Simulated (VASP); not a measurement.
Write the native input for VASP 6.6.1 that does the following.

| Property | Result |
| --- | --- |
| Task | single point |
| Functional | LDA |
| Potentials or basis | VASP PAW LDA potentials, release 64 (Hf_pv, C) |
| Cutoff | 520 eV |
| k mesh | 14 × 14 × 14 |
| Occupations | fermi-dirac, width 0.03 eV |
| Spin | collinear spin |
| Starting moments | [0.15, 0.0] μB |
| Fixed moment | 0.15 μB |
| Dipole correction | no |
| Further INCAR settings | ALGO = Normal; EDIFF = 1e-06; NBANDS = 18 |

The structure of HfC lies in POSCAR:

```
HfC
1.0
    0.0000000000      2.3250000000      2.3250000000
    2.3250000000      0.0000000000      2.3250000000
    2.3250000000      2.3250000000      0.0000000000
Hf C
1 1
Direct
    0.5000000000      0.5000000000      0.5000000000
    0.0000000000      0.0000000000      0.0000000000
```

One way to write it, as run:

INCAR

```
PREC = Accurate
ENCUT = 520
EDIFF = 1E-6
ISMEAR = -1
SIGMA = 0.03
LREAL = False
LASPH = True
NELM = 150
ALGO = Normal
ISIF = 2
LWAVE = False
LCHARG = False
ISPIN = 2
MAGMOM = 0.15 0
LORBIT = 11
NUPDOWN = 0.15
LMAXMIX = 4
NBANDS = 18
```

KPOINTS

```
regular mesh
0
Gamma
  14 14 14
```

Potentials or basis: VASP PAW LDA potentials, release 64 (Hf_pv, C).

Launch:

```sh
$ cat potpaw_LDA.64/Hf_pv/POTCAR potpaw_LDA.64/C/POTCAR > POTCAR
$ mpirun -np 1 vasp_std > vasp.out
```

Results of the run:

The pressure is -11.6 GPa, the net moment is 0.15 μB per cell and the site moments are Hf +0.04; C +0.06 μB. The valence electrons inside the program's atomic spheres are Hf 8.63; C 2.37.

Caveat: the cell stands under tension; the total moment is fixed, so each spin has its own Fermi level.

Wall time 78 s on 1 thread of Intel Xeon 8259CL, on a shared host, peak memory 0.19 GiB.
